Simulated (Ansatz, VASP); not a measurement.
# Se in VASP and in Ansatz

```
CELL_PARAMETERS angstrom
3.06371 1.76883 6.40166
-3.06371 1.76883 6.40166
0.00000 -3.53767 6.40166
ATOMIC_POSITIONS crystal
Se 0.50000 0.50000 0.50000
Se 0.00000 0.00000 0.00000
Se 0.48840 0.25000 0.01160
Se 0.01160 0.48840 0.25000
Se 0.25000 0.01160 0.48840
Se 0.51160 0.75000 0.98840
Se 0.98840 0.51160 0.75000
Se 0.75000 0.98840 0.51160
```

Alike in both runs: functional PBE; k mesh 6 × 6 × 6; occupations gaussian, width 0.1 eV; no spin polarisation.

Ansatz relaxed the structure, and its values are those at the end. VASP's run is a single point on that final structure, the one shown.

|  | VASP | Ansatz |
| --- | --- | --- |
| version | VASP 6.6.1 | Ansatz 0.2.0 |
| potentials or method | VASP PAW PBE potentials, release 64 (Se), cutoff 520 eV | scalar-relativistic, plane waves, PAW |
| valence electrons in the cell | 48 | 128 |

|  | VASP | Ansatz | Ansatz less VASP |
| --- | --- | --- | --- |
| gap on the k mesh at the Fermi level (eV) | none | none | - |
| pressure (GPa) | 0.2 | 0.1 | -0.04 |
| rms of the force components (eV/Å) | 0.004 | 0.003 | -0.0011 |

A gap of «none» marks a metal or a gap that the smearing closes. The functional is the same, so the differences come from potentials, cutoffs and numerics. VASP's potentials hold 48 valence electrons a cell and Ansatz's 128, so a difference there can come from the potentials and not from the codes.
